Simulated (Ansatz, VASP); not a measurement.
## Mg: VASP beside Ansatz

```xyz
1
Lattice="-0.9425 1.8851 1.8851 1.8851 -0.9425 1.8851 1.8851 1.8851 -0.9425" Properties=species:S:1:pos:R:3 pbc="T T T"
Mg    0.0000    0.0000    0.0000
```

Alike in both runs: task single point; functional r2SCAN; k mesh 20 × 20 × 20; occupations gaussian, width 0.15 eV; no spin polarisation.

|  | VASP | Ansatz |
| --- | --- | --- |
| version | VASP 6.6.1 | Ansatz 0.2.0 |
| potentials or method | VASP PAW PBE potentials, release 64 (Mg), cutoff 520 eV | scalar-relativistic, plane waves, PAW |
| valence electrons in the cell | 2 | 10 |

|  | VASP | Ansatz | Ansatz less VASP |
| --- | --- | --- | --- |
| gap on the k mesh at the Fermi level (eV) | none | none | - |
| pressure (GPa) | 5.8 | 5.9 | +0.19 |

VASP's potentials were made for PBE, not for r2SCAN. A gap of «none» marks a metal or a gap that the smearing closes. With one functional, cell and mesh, what is left measures potentials, basis and numerics. VASP's potentials hold 2 valence electrons a cell and Ansatz's 10, so a difference there can come from the potentials and not from the codes.
